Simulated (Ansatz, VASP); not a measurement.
# One calculation of Rb, two programs

Contents of POSCAR:

```
Rb
1.0
   -2.8941987776      2.8941987776      2.6750980186
    2.8941987776     -2.8941987776      2.6750980186
    2.8941987776      2.8941987776     -2.6750980186
Rb
1
Direct
    0.0000000000      0.0000000000      0.0000000000
```

INCAR.step1

```
  PREC = Accurate
  ENCUT = 520
  EDIFF = 1E-5
  ISMEAR = 0
  SIGMA = 0.1
  LREAL = F
  LASPH = T
  NELM = 80
  ALGO = Normal
  ISIF = 2
  LWAVE = T
  NBANDS = 10
  GGA = PE
```

INCAR.step2

```
  PREC = Accurate
  ENCUT = 520
  EDIFF = 1E-7
  ISMEAR = 0
  SIGMA = 0.1
  LREAL = F
  LASPH = T
  NELM = 80
  ALGO = Normal
  ISIF = 2
  LWAVE = F
  LCHARG = T
  METAGGA = R2SCAN
  LHFCALC = T
  AEXX = 0.25
  LMIXTAU = T
  PRECFOCK = Normal
  LELF = T
  LVHAR = T
  NBANDS = 10
  ISTART = 1
```

File KPOINTS:

```
regular mesh
0
Gamma
  4 4 4
```

The input input.yaml:

```yaml
crystal:
  lattice:
    - [-2.8941987776, 2.8941987776, 2.6750980186]
    - [2.8941987776, -2.8941987776, 2.6750980186]
    - [2.8941987776, 2.8941987776, -2.6750980186]
  atoms:
    - { symbol: Rb, position: [0.0, 0.0, 0.0] }
hamiltonian:
  xc: r2scan0
  pseudopotentials: { kind: paw, source: ansatz }
kpoints:
  mp_grid: { grid: [4, 4, 4] }
scf:
  occupations: { method: gaussian, width: 0.1 }
output:
  forces: true
  stress: true
  eigenvalues: true
  write_density: true
  write_potential: true
  elf: true
  volumetric_format: npy
```

Alike in both runs: task single point; functional r2SCAN0; k mesh 4 × 4 × 4; occupations gaussian, width 0.1 eV; no spin polarisation.

|  | VASP | Ansatz |
| --- | --- | --- |
| version | VASP 6.6.1 | Ansatz 0.2.0 |
| potentials or method | VASP PAW PBE potentials, release 64 (Rb_sv) | Ansatz PAW earlier set |
| plane-wave cutoff (eV) | 520 | 390 |
| valence electrons in the cell | 9 | 9 |

|  | VASP | Ansatz | Ansatz less VASP |
| --- | --- | --- | --- |
| gap on the k mesh at the Fermi level (eV) | none | none | - |
| pressure (GPa) | 0.3 | 0.3 | +0.02 |
| traceless stress, the component that is largest in VASP (GPa) | -0.28 | -0.28 | -0.003 |

VASP's potentials were made for PBE, not for r2SCAN0. A gap of «none» marks a metal or a gap that the smearing closes.

The k mesh is coarse, so the values compare programs but aren't converged.
